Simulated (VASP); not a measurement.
A run of VASP 6.6.1 is set up as follows.

Contents of INCAR:

```
  PREC = Accurate
  ENCUT = 520
  EDIFF = 1E-6
  ISMEAR = -1
  SIGMA = 0.02
  LREAL = F
  LASPH = T
  NELM = 80
  ALGO = Normal
  ISIF = 2
  LWAVE = F
  LCHARG = F
  GGA = PE
  NBANDS = 21
```

The input KPOINTS:

```
regular mesh
0
Gamma
  6 6 4
```

The input POSCAR:

```
MgSnSb2
1.0
    4.6004806803      0.0000000000      0.0000000000
    0.0000000000      4.6004806803      0.0000000000
    0.0000000000      0.0000000000      6.5552380318
Mg Sb Sn
1 2 1
Direct
    0.0000000000      0.0000000000      0.0000000000
    0.0000000000      0.5000000000      0.2428810204
    0.5000000000      0.0000000000      0.7571189796
    0.5000000000      0.5000000000      0.5000000000
```

Potentials or basis: VASP PAW PBE potentials, release 64 (Mg, Sb, Sn_d).

The run is started by

```bash
$ cat potpaw_PBE.64/Mg/POTCAR potpaw_PBE.64/Sb/POTCAR potpaw_PBE.64/Sn_d/POTCAR > POTCAR
$ mpirun -np 1 vasp_std > vasp.out
```

What does it give for the largest force?

0.127 eV/Å.

Estimate the band gap on the k mesh.

zero (bands 13 and 14 overlap by 0.16 eV).

Forces in eV/Å, atoms in the order of the input:
```
Mg   0.000  0.000  0.000
Sb   0.000  0.000 -0.127
Sb   0.000  0.000  0.127
Sn   0.000  0.000  0.000
```

Caveat: semilocal functionals underestimate gaps, and a narrow one can read as zero; spin-orbit coupling is left out, which moves the levels of the heavy elements.
